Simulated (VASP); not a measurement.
Crystal: BaTe.

```xyz
2
Lattice="4.8068 0.0000 0.0000 -2.4034 4.1628 0.0000 0.0000 0.0000 4.4091" Properties=species:S:1:pos:R:3 pbc="T T T"
Ba    0.0000    2.7752    2.2045
Te    0.0000    0.0000    0.0000
```

Base run:

| Item | Value |
| --- | --- |
| Program | VASP 6.6.1 |
| Functional | r2SCAN |
| Potentials or basis | VASP PAW PBE potentials, release 64 (Ba_sv, Te) |
| Cutoff | 520 eV |
| k mesh | 9 × 9 × 6 |
| Occupations | gaussian, width 0.02 eV |
| Spin | no spin polarisation |

Its results: band gap on the k mesh 1.83 eV, direct; pressure 0.3 GPa.

The run is repeated on the same cell with these changes: functional from r2SCAN to PBE. What comes out?

Band gap on the k mesh 1.47 eV, direct; pressure 0.4 GPa.

r2SCAN gives the wider gap, since meta-GGAs in the generalised Kohn-Sham scheme recover part of the derivative discontinuity.

Caveats: spin-orbit coupling is left out, which moves the levels of the heavy elements; the PAW data sets were made with another functional, which shifts forces and pressure a little (some runs).

A k mesh can miss the band edges.
